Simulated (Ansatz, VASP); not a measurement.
**Rh in VASP and in Ansatz**

```
Rh
1.0
     2.57114    0.00000    0.00000
    -1.28557    2.22668    0.00000
     0.00000    0.00000    2.46691
Rh
1
Direct
  0.00000 0.00000 0.00000
```

Change from the starting cell: volume scaled by 0.92, LAPW.

Alike in both runs: task single point; functional PBE; k mesh 17 × 17 × 15; occupations fermi-dirac, width 0.1 eV; no spin polarisation.

```csv
,VASP,Ansatz
version,VASP 6.6.1,Ansatz 0.2.0
potentials or method,"VASP PAW PBE potentials, release 64 (Rh_pv), cutoff 520 eV","all-electron LAPW, scalar-relativistic"
```

Ansatz gave:

```
pressure (GPa)                                                : 21.3
traceless stress, the component that is largest in VASP (GPa) : 0.03
```

**Question.** Which values does VASP return?

**Answer.** Pressure (GPa): 21.4; traceless stress, the component that is largest in VASP (GPa): 0.05.

Ansatz ran all-electron here, and VASP with PAW potentials.
